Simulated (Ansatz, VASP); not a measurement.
**Two plane-wave programs on Cl**

The input INCAR:

```
SYSTEM = Cl
PREC = Accurate ; ENCUT = 520
EDIFF = 1E-6 ; ISMEAR = 0
SIGMA = 0.005 ; LREAL = .False.
LASPH = .True. ; NELM = 150
ALGO = Normal ; ISIF = 2
LWAVE = .False. ; LCHARG = .False.
ISPIN = 2 ; MAGMOM = 1
LORBIT = 11 ; GGA = PE
IVDW = 12 ; NBANDS = 14
ISYM = 0
```

KPOINTS

```
Automatic mesh
0
Gamma
  1 1 1
  0 0 0
```

Contents of POSCAR:

```
Cl
1.0
   15.0000000000      0.0000000000      0.0000000000
    0.0000000000     15.5000000000      0.0000000000
    0.0000000000      0.0000000000     16.0000000000
Cl
1
Direct
    0.5000000000      0.5000000000      0.5000000000
```

Input for Ansatz:

```yaml
crystal:
  lattice:
    - [15.0, 0.0, 0.0]
    - [0.0, 15.5, 0.0]
    - [0.0, 0.0, 16.0]
  atoms:
    - { symbol: Cl, position: [0.5, 0.5, 0.5], spin: 1.0 }
  symmetry: { detect: false }
basis:
  ecutwfc: 420
kpoints:
  mp_grid: { grid: [1, 1, 1] }
hamiltonian:
  xc: pbe
  dispersion: d3bj
scf:
  occupations: { method: gaussian, width: 0.005 }
output:
  forces: true
  eigenvalues: true
  populations: true
magnetization:
  spin_polarized: true
```

Alike in both runs: task single point; functional PBE; dispersion D3(BJ); k mesh 1 × 1 × 1; occupations gaussian, width 0.005 eV; collinear spin.

|  | VASP | Ansatz |
| --- | --- | --- |
| version | VASP 6.6.1 | Ansatz 0.2.0 |
| potentials or method | VASP PAW PBE potentials, release 64 (Cl), cutoff 520 eV | scalar-relativistic, plane waves, PAW |
| valence electrons in the cell | 7 | 7 |

```tsv
	VASP	Ansatz	Ansatz less VASP
gap on the k mesh at the Fermi level (eV)	7.68	0.40	-7.282
net moment per atom (μB)	1.00	1.00	0.000
size of the moment on the site where the two differ most (μB)	0.71	1.00	+0.294
```

Site moments also hang on the region over which each program counts them. One of these differences is far larger than is usual between the two programs; its cause wasn't traced. Ansatz's warnings: stability check not made.
